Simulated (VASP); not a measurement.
CsP2: single point with PBE

Crystal: CsP2.

```xyz
3
Lattice="3.5357 0.0000 0.0000 0.0000 3.5357 0.0000 0.0000 0.0000 6.2233" Properties=species:S:1:pos:R:3 pbc="T T T"
Cs    0.0000    0.0000    0.0000
P     1.7679    0.0000    3.1117
P     0.0000    1.7679    3.1117
```

| Item | Value |
| --- | --- |
| Program | VASP 6.6.1 |
| Task | single point |
| Functional | PBE |
| Potentials or basis | VASP PAW PBE potentials, release 64 (Cs_sv, P) |
| Cutoff | 520 eV |
| k mesh | 14 × 14 × 8 |
| Occupations | gaussian, width 0.1 eV |
| Spin | no spin polarisation |

```json
{
  "Pressure": "0.1 GPa"
}
```

Stress tensor (GPa, compression positive):
```
0.02 0.00 0.00
0.00 0.02 0.00
0.00 0.00 0.21
```

Levels at points of the mesh, in eV from the Fermi level:
```csv
k point,band 6,band 7,band 8,band 9,band 10,band 11,band 12,band 13,band 14,band 15
"(0.00, 0.00, 0.00)",-4.59,-3.24,-3.14,-3.14,0.52,1.91,2.22,2.90,4.55,5.57
"(0.50, 0.00, 0.00)",-8.75,-2.63,-1.08,-0.55,-0.53,0.92,1.29,2.84,5.01,5.22
"(0.50, 0.50, 0.00)",-9.13,-6.35,-6.23,-1.50,-1.50,0.30,3.41,5.22,5.90,5.90
"(0.00, 0.00, 0.50)",-4.56,-4.54,-3.21,-3.21,0.87,1.18,3.02,3.74,5.33,6.26
"(0.50, 0.00, 0.50)",-8.74,-2.15,-1.67,-0.63,-0.51,1.17,1.20,2.17,2.66,5.22
"(0.50, 0.50, 0.50)",-9.34,-6.21,-5.89,-0.62,-0.62,-0.22,2.90,3.31,3.31,5.55
```

It took 2.4 min on 1 thread of Intel(R) Xeon(R) Platinum 8488C (Sapphire Rapids), on a shared host, peak memory 0.34 GiB.

Caveat: spin-orbit coupling is left out, which moves the levels of the heavy elements.
